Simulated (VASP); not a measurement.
**TePb: single point with LDA**

Crystal: TePb.

```xyz
2
Lattice="0.0000 3.1511 3.1511 3.1511 0.0000 3.1511 3.1511 3.1511 0.0000" Properties=species:S:1:pos:R:3 pbc="T T T"
Te    3.1511    3.1511    3.1511
Pb    0.0000    0.0000    0.0000
```

```
Program                : VASP 6.6.1
Task                   : single point
Functional             : LDA
Potentials or basis    : VASP PAW LDA potentials, release 64 (Te, Pb_d)
Cutoff                 : 520 eV
k mesh                 : 6 × 6 × 6
Occupations            : gaussian, width 0.01 eV
Spin                   : no spin polarisation
Dipole correction      : no
Further INCAR settings : ALGO = Normal; EDIFF = 1e-07; NBANDS = 17
```

```yaml
Pressure: 2.1 GPa
Band_gap_on_the_k_mesh: 0.46 eV, direct
```

Levels at points of the mesh, in eV from the valence-band top:
```
           k point  band 7  band 8  band 9  band 10  band 11  band 12  band 13  band 14
(0.00, 0.00, 0.00)   -5.50   -1.67   -1.67    -1.67     4.04     4.04     4.04     5.58
(0.50, 0.00, 0.00)   -9.09   -1.13   -1.13     0.00     0.46     0.98     0.98     8.36
(0.50, 0.50, 0.00)   -7.51   -5.16   -3.28    -3.28     2.89     5.64     5.64     7.02
```

It took 12 s on 1 thread of Intel(R) Xeon(R) 6975P-C (Granite Rapids), on a shared host, peak memory 0.16 GiB.

Caveat: spin-orbit coupling is left out, which moves the levels of the heavy elements. A k mesh can miss the band edges.
